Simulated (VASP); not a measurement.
# Pd (Im-3m) in VASP: further runs

Pd is run at these levels: RPBE+D3(BJ), r2SCAN; tasks: single point.

Program: VASP 6.6.1. These are calculated values, not measurements. Logs are shortened: lines on timing, memory, paths and dates and some standing lists are left out, and cuts for length are marked.

### 1 The cell of the first run

The structure is cubic, space group Im-3m (No. 229). The conventional cell has a = 3.145 Å, b = 3.145 Å, c = 3.145 Å, α = 90.00°, β = 90.00°, γ = 90.00°. Pd (site symmetry m-3m) has 14 Pd at 2.72 to 3.14 Å within 3.6 Å.

### 2 Single point, RPBE+D3(BJ), non-collinear spin, zero start, spin-orbit coupling

Contents of INCAR:

```
PREC = Accurate ; ENCUT = 520
EDIFF = 1E-6 ; ISMEAR = 1
SIGMA = 0.1 ; LREAL = False
LASPH = True ; NELM = 150
ALGO = Normal ; ISIF = 2
LWAVE = False ; LCHARG = False
LNONCOLLINEAR = True ; MAGMOM = 0 0 0
LORBIT = 11 ; LSORBIT = True
GGA_COMPAT = False ; LORBMOM = True
LMAXMIX = 4 ; GGA = RP
IVDW = 12 ; NBANDS = 21
```

Contents of KPOINTS:

```
regular mesh
0
Gamma
  9 9 9
```

Contents of POSCAR:

```
Pd
1.0
    2.7232705800      0.0000000000      0.0000000000
   -0.9077568598      2.5675241256      0.0000000000
   -0.9077568598     -1.2837620624      2.2235411178
Pd
1
Direct
    0.0000000000      0.0000000000      0.0000000000
```

Potentials or basis: VASP PAW PBE potentials, release 64 (Pd).

The run is started by

```console
> cat potpaw_PBE.64/Pd/POTCAR > POTCAR
> mpirun -np 1 vasp_ncl > vasp.out
```

OUTCAR:

```text
PREC = Accurate
   ENCUT = 520
   EDIFF = 1E-6
   ISMEAR = 1
   LREAL = False
   LASPH = True
   NELM = 150
   ISIF = 2
   LNONCOLLINEAR = True
   LORBIT = 11
   LSORBIT = True
   GGA = RP
   IVDW = 12
 IVDW          = 12

 ion  position               nearest neighbor table
   1  0.000  0.000  0.000-

  LATTYP: Found a body centered cubic cell.
 ALAT       =     3.1445620049

  Lattice vectors:

 A1 = (   2.7232705800,   0.0000000000,   0.0000000000)
 A2 = (  -0.9077568598,   2.5675241256,   0.0000000000)
 A3 = (  -0.9077568598,  -1.2837620624,   2.2235411178)

Analysis of symmetry for initial positions (statically):
=====================================================================
 Subroutine PRICEL returns:
 Original cell was already a primitive cell.

 Routine SETGRP: Setting up the symmetry group for a
 body centered cubic supercell.

 Subroutine GETGRP returns: Found 48 space group operations
[... 9 lines left out ...]

 Routine SETGRP: Setting up the symmetry group for a
 body centered cubic supercell.

 Subroutine GETGRP returns: Found 48 space group operations
 (whereof 48 operations were pure point group operations)
 out of a pool of 48 trial point group operations.

The dynamic configuration has the point symmetry O_h .

Analysis of structural, dynamic, and magnetic symmetry:
=====================================================================
 Subroutine PRICEL returns:
 Original cell was already a primitive cell.

 Routine SETGRP: Setting up the symmetry group for a
 body centered cubic supercell.

 Subroutine GETGRP returns: Found 48 space group operations
 (whereof 48 operations were pure point group operations)
 out of a pool of 48 trial point group operations.

The overall configuration has the point symmetry O_h .

 Subroutine INISYM returns: Found 48 space group operations
[... 5 lines left out ...]
                                     Primitive cell

  volume of cell :      15.5471

  direct lattice vectors                    reciprocal lattice vectors
     2.723270580  0.000000000  0.000000000     0.367205524  0.129826758  0.224866541
    -0.907756860  2.567524126  0.000000000     0.000000000  0.389480274  0.224866541
    -0.907756860 -1.283762062  2.223541118     0.000000000  0.000000000  0.449733082

  length of vectors
     2.723270580  2.723270580  2.723270580     0.449733082  0.449733082  0.449733082

  position of ions in fractional coordinates (direct lattice)
     0.000000000  0.000000000  0.000000000

  ion indices of the primitive-cell ions
   primitive index   ion index
                 1           1

----------------------------------------------------------------------------------------

 KPOINTS: regular mesh

Automatic generation of k-mesh.
 Grid dimensions read from file:
 generate k-points for:    9    9    9

 Generating k-lattice:

  Cartesian coordinates                     Fractional coordinates (reciprocal lattice)
     0.040800614  0.014425195  0.024985171     0.111111111  0.000000000 -0.000000000
     0.000000000  0.043275586  0.024985171     0.000000000  0.111111111 -0.000000000
     0.000000000  0.000000000  0.049970342     0.000000000  0.000000000  0.111111111

  Length of vectors
     0.049970342  0.049970342  0.049970342

  Shift w.r.t. Gamma in fractional coordinates (k-lattice)
     0.000000000  0.000000000  0.000000000

 Subroutine IBZKPT returns following result:
 ===========================================

 Found     35 irreducible k-points:

 Following reciprocal coordinates:
            Coordinates               Weight
  0.000000  0.000000  0.000000      1.000000
  0.111111 -0.000000 -0.000000     12.000000
  0.222222 -0.000000 -0.000000     12.000000
  0.333333  0.000000  0.000000     12.000000
  0.444444 -0.000000 -0.000000     12.000000
  0.111111  0.111111  0.000000     24.000000
[... 16 lines left out ...]
 -0.333333  0.444444  0.111111     48.000000
 -0.444444 -0.444444  0.111111     24.000000
 [... further k-points ...]
   k-points           NKPTS =     35   k-points in BZ     NKDIM =     35   number of bands    NBANDS=     21
   number of dos      NEDOS =    301   number of ions     NIONS =      1
   total plane-waves  NPLWV =   8000
   dimension x,y,z NGX =    20 NGY =   20 NGZ =   20
   dimension x,y,z NGXF=    40 NGYF=   40 NGZF=   40
   ions per type =               1
   NGX,Y,Z   is equivalent  to a cutoff of  12.21, 12.21, 12.21 a.u.
   NGXF,Y,Z  is equivalent  to a cutoff of  24.42, 24.42, 24.42 a.u.
 SYSTEM =  unknown system
   PREC   = accura    normal or accurate (medium, high low for compatibility)
   ISTART =      0    job   : 0-new  1-cont  2-samecut
   ICHARG =      2    charge: 1-file 2-atom 10-const
   ISPIN  =      1    spin polarized calculation?
   LNONCOLLINEAR =      T non collinear calculations
   LSORBIT =      T    spin-orbit coupling
   LASPH  =      T    aspherical Exc in radial PAW
   ENCUT  =  520.0 eV  38.22 Ry    6.18 a.u.   5.06  5.06  5.06*2*pi/ulx,y,z
   NELM   =    150;   NELMIN=  2; NELMDL= -5     # of ELM steps
   EDIFF  = 0.1E-05   stopping-criterion for ELM
   LREAL  =      F    real-space projection
   EDIFFG = 0.1E-04   stopping-criterion for IOM
   NSW    =      0    number of steps for IOM
   IBRION =     -1    ionic relax: 0-MD 1-quasi-New 2-CG
   NFREE  =      0    steps in history (QN), initial steepest desc. (CG)
   ISIF   =      2    stress and relaxation
   ISYM   =      2    0-nonsym 1-usesym 2-fastsym
   POTIM  = 0.5000    time-step for ionic-motion
   TEBEG  =    0.0;   TEEND  =   0.0 temperature during run
   PSTRESS=    0.0 pullay stress
   NELECT =      10.0000    total number of electrons
   NUPDOWN=      -1.0000    fix difference up-down
   EMIN   =  10.00;   EMAX   =-10.00  energy-range for DOS
   EFERMI =   0.00;   METHOD = LEGACY
   ISMEAR =     1;   SIGMA  =   0.10  broadening in eV -4-tet -1-fermi 0-gaus
   EFERMI_NEDOS =   21; number of points for ismear=-14 and -15
   IALGO  =     38    algorithm
   IMIX   =      4    mixing-type and parameters
     AMIX     =   0.40;   BMIX     =  1.00
     AMIX_MAG =   1.60;   BMIX_MAG =  1.00
  volume/ion in A,a.u.               =      15.55       104.92
  Fermi-wavevector in a.u.,A,eV,Ry     =   1.413160  2.670485 27.171122  1.997021
  Thomas-Fermi vector in A             =   2.534834
   LORBIT       =     11    0 simple, 1 ext, 2 COOP (PROOUT), +10 PAW based schemes
   GGA     = RP    functional components
   LHFCALC =     F    Hartree Fock is set to
   AEXX    =    0.0000 exact exchange contribution
   IVDW    =    12    specifies the selected vdW correction
   LEPSILON=     F    determine dielectric tensor
   LRPA    =     F    only Hartree local field effects (RPA)
 Methfessel and Paxton  Order N= 1 SIGMA  =   0.10
  energy-cutoff  :      520.00
  volume of cell :       15.55
 maximum number of plane-waves:       864
   NGX = 11   NGY = 11   NGZ = 11

 number of electron      10.0000000 magnetization       0.0000000      0.0000000      0.0000000

 number of electron      10.0000005 magnetization       0.0000000      0.0000000     -0.0000000

 number of electron      10.0000005 magnetization      -0.0000000     -0.0000000      0.0000000

 Free energy of the ion-electron system (eV)
  ---------------------------------------------------
  ext. energy  EPLUGINS =         0.00000000
  ---------------------------------------------------
  free energy    TOTEN  =        -4.63787302 eV

  energy without entropy =       -4.63976241  energy(sigma->0) =       -4.63850282

 E-fermi :   9.0278     XC(G=0): -12.7444

 val. band max:        8.9444438821   @ k =   0.4444   0.1111   0.0000
 cond. band min:       9.1173097812   @ k =  -0.4444  -0.4444   0.3333
 fundamental gap:      0.1728658991
 Fermi energy:         9.0277531793

 k-point     1 :       0.0000    0.0000    0.0000
  band No.  band energies     occupation
      1       2.3427      1.00000
      2       2.3427      1.00000
      3       6.1820      1.00000
      4       6.1820      1.00000
      5       6.1820      1.00000
      6       6.1820      1.00000
[... 550 lines left out ...]
      5       6.4457      1.00000
      6       6.4457      1.00000
[... 13 lines left out ...]
     20      31.8756      0.00000
     21      32.7796      0.00000

 [... further k-points ...]

------------------------ aborting loop because EDIFF is reached ----------------------------------------

 Edisp (eV)   -3.27316

 E8    (eV) :    -2.1552

  FORCE on cell =-STRESS in cart. coord.  units (eV):
  Direction    XX          YY          ZZ          XY          YZ          ZX
  --------------------------------------------------------------------------------------
  -------------------------------------------------------------------------------------
  Total      -3.54604    -3.54604    -3.54604    -0.00000    -0.00000    -0.00000
  in kB    -365.42961  -365.42961  -365.42961    -0.00000    -0.00000    -0.00000
  external pressure =     -365.43 kB  Pullay stress =        0.00 kB

 VOLUME and BASIS-vectors are now :
 -----------------------------------------------------------------------------
  energy-cutoff  :      520.00
  volume of cell :       15.55
      direct lattice vectors                 reciprocal lattice vectors
     2.723270580  0.000000000  0.000000000     0.367205524  0.129826758  0.224866541
    -0.907756860  2.567524126  0.000000000     0.000000000  0.389480274  0.224866541
    -0.907756860 -1.283762062  2.223541118     0.000000000  0.000000000  0.449733082

 POSITION                                       TOTAL-FORCE (eV/Angst)
 -----------------------------------------------------------------------------------
      0.00000      0.00000      0.00000        -0.000000      0.000000      0.000000
 -----------------------------------------------------------------------------------
    total drift:                               -0.000000      0.000000      0.000000

  FREE ENERGIE OF THE ION-ELECTRON SYSTEM (eV)
  ---------------------------------------------------
  free  energy   TOTEN  =        -7.9110293011 eV

  energy  without entropy=       -7.9129186866  energy(sigma->0) =       -7.91165910

 orbital moment (x)

 # of ion     p       d       tot
 ----------------------------------------
  1         0.000   0.000   0.000
 ----------------------------------------
            0.000   0.000   0.000

 orbital moment (y)

 # of ion     p       d       tot
 ----------------------------------------
  1        -0.000  -0.000  -0.000
 ----------------------------------------
           -0.000  -0.000  -0.000

 orbital moment (z)

 # of ion     p       d       tot
 ----------------------------------------
  1         0.000   0.000   0.000
 ----------------------------------------
            0.000   0.000   0.000

 Spin-Orbit-Coupling matrix elements

 Ion:    1  E_soc:     -0.0829552
 l=   1
     0.0000000    -0.0022507    -0.0022507
    -0.0022507     0.0000000    -0.0022507
    -0.0022507    -0.0022507     0.0000000
 l=   2
     0.0000000    -0.0020674     0.0000000    -0.0016548    -0.0095077
    -0.0020674     0.0000000    -0.0074403    -0.0020674    -0.0024801
     0.0000000    -0.0074403     0.0000000    -0.0068213     0.0000000
    -0.0016548    -0.0020674    -0.0068213     0.0000000    -0.0026864
    -0.0095077    -0.0024801     0.0000000    -0.0026864     0.0000000
 l=   3
     0.0000000     0.0000000     0.0000000     0.0000000     0.0000000     0.0000000     0.0000000
     0.0000000     0.0000000     0.0000000     0.0000000     0.0000000     0.0000000     0.0000000
     0.0000000     0.0000000     0.0000000     0.0000000     0.0000000     0.0000000     0.0000000
     0.0000000     0.0000000     0.0000000     0.0000000     0.0000000     0.0000000     0.0000000
     0.0000000     0.0000000     0.0000000     0.0000000     0.0000000     0.0000000     0.0000000
     0.0000000     0.0000000     0.0000000     0.0000000     0.0000000     0.0000000     0.0000000
     0.0000000     0.0000000     0.0000000     0.0000000     0.0000000     0.0000000     0.0000000

 total charge

# of ion       s       p       d       tot
------------------------------------------
    1        0.467   0.417   8.469   9.353

 magnetization (x)

# of ion       s       p       d       tot
------------------------------------------
    1        0.000  -0.000  -0.000   0.000

 magnetization (y)

# of ion       s       p       d       tot
------------------------------------------
    1       -0.000   0.000  -0.000  -0.000

 magnetization (z)

# of ion       s       p       d       tot
------------------------------------------
    1       -0.000  -0.000   0.000  -0.000
```

Wall time 20 s (1 thread of Intel Xeon Platinum 8259CL at 2.50GHz (Skylake/Cascade Lake), shared host); peak memory 0.17 GiB.

Results:

```yaml
Free_energy: -7.9110 eV
Pressure: -36.5 GPa
Net_moment: 0.00 μB per cell
Valence_electrons_inside_the_program's_atomic_spheres: Pd 9.35
Dispersion_energy_per_atom: -3.273 eV
```

Moments on the atoms (μB; x, y, z):
```
Pd  0.00 0.00 0.00
```

Caveat: the PAW data sets were made with another functional, which shifts forces and pressure a little.

(Part 1 of 2 ends here.)
